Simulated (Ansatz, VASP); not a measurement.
One calculation of GaN, two programs

```
Ga N
1.0
     3.18282    0.00000    0.00000
    -1.59141    2.75640    0.00000
     0.00000    0.00000    5.18567
Ga N
2 2
Direct
  0.33333 0.66667 0.00019
  0.66667 0.33333 0.50019
  0.33333 0.66667 0.37681
  0.66667 0.33333 0.87681
```

Alike in both runs: functional PBEsol; k mesh 12 × 12 × 6; occupations gaussian, width 0.02 eV; no spin polarisation.

Ansatz relaxed the structure, and its values are those at the end. VASP's run is a single point on that final structure, the one shown.

|  | VASP | Ansatz |
| --- | --- | --- |
| version | VASP 6.6.1 | Ansatz 0.2.0 |
| potentials or method | VASP PAW PBE potentials, release 64 (Ga_d, N), cutoff 520 eV | scalar-relativistic, plane waves, PAW |
| valence electrons in the cell | 36 | 36 |

|  | VASP | Ansatz | Ansatz less VASP |
| --- | --- | --- | --- |
| gap on the k mesh at the Fermi level (eV) | 1.89 | 1.88 | -0.016 |
| least direct gap on the mesh (eV) | 1.89 | 1.88 | -0.016 |
| pressure (GPa) | -0.2 | 0.0 | +0.17 |

VASP's potentials were made for PBE, not for PBEsol, and Ansatz warns of the same on its side.
